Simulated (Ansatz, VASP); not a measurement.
# Al3BN2: VASP beside Ansatz

```xyz
6
Lattice="3.7226 -3.0581 -0.2782 3.7226 3.0581 -0.2782 -3.6577 0.0000 4.0366" Properties=species:S:1:pos:R:3 pbc="T T T"
Al    6.2796    0.0000    0.2478
Al   -2.4921    0.0000    3.2324
Al    1.8937    0.0000    1.7401
B     3.7226    0.0000   -0.2782
N    -0.6088    0.0000    2.5909
N     4.3962    0.0000    0.8894
```

Alike in both runs: functional PBE; k mesh 3 × 3 × 3; occupations gaussian, width 0.15 eV; no spin polarisation.

Ansatz relaxed the structure, and its values are those at the end. VASP's run is a single point on that final structure, the one shown.

|  | VASP | Ansatz |
| --- | --- | --- |
| version | VASP 6.6.1 | Ansatz 0.2.0 |
| potentials or method | VASP PAW PBE potentials, release 64 (Al, B, N), cutoff 600 eV | scalar-relativistic, plane waves, PAW |
| valence electrons in the cell | 22 | 22 |

```tsv
	VASP	Ansatz	Ansatz less VASP
gap on the k mesh at the Fermi level (eV)	none	none	-
pressure (GPa)	0.0	0.2	+0.19
rms of the force components (eV/Å)	0.026	0.026	-0.0004
```

A gap of «none» marks a metal or a gap that the smearing closes. The functional is the same, so the differences come from potentials, cutoffs and numerics.

The k mesh is coarse, so the values compare programs but aren't converged.
